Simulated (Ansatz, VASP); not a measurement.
**One calculation of GaBiSe3, two programs**

```
CELL_PARAMETERS angstrom
-3.42003 3.42003 5.27907
3.42003 -3.42003 5.27907
3.42003 3.42003 -5.27907
ATOMIC_POSITIONS crystal
Ga 0.50000 0.50000 0.00000
Ga 0.00000 0.00000 0.00000
Bi 0.75000 0.25000 0.50000
Bi 0.25000 0.75000 0.50000
Se 0.33689 0.83689 0.17378
Se 0.83689 0.66311 0.50000
Se 0.75000 0.75000 0.00000
Se 0.66311 0.16311 0.82622
Se 0.16311 0.33689 0.50000
Se 0.25000 0.25000 0.00000
```

Alike in both runs: functional PBE; k mesh 8 × 8 × 8; occupations gaussian, width 0.1 eV; no spin polarisation.

Ansatz relaxed the structure, and its values are those at the end. VASP's run is a single point on that final structure, the one shown.

|  | VASP | Ansatz |
| --- | --- | --- |
| version | VASP 6.6.1 | Ansatz 0.2.0 |
| potentials or method | VASP PAW PBE potentials, release 64 (Ga_d, Bi_d, Se), cutoff 520 eV | scalar-relativistic, plane waves, PAW |
| valence electrons in the cell | 92 | 152 |

|  | VASP | Ansatz | Ansatz less VASP |
| --- | --- | --- | --- |
| gap on the k mesh at the Fermi level (eV) | none | none | - |
| pressure (GPa) | 0.1 | 0.0 | -0.07 |

A gap of «none» marks a metal or a gap that the smearing closes. VASP's potentials hold 92 valence electrons a cell and Ansatz's 152, so a difference there can come from the potentials and not from the codes.

Spin-orbit coupling is off throughout.
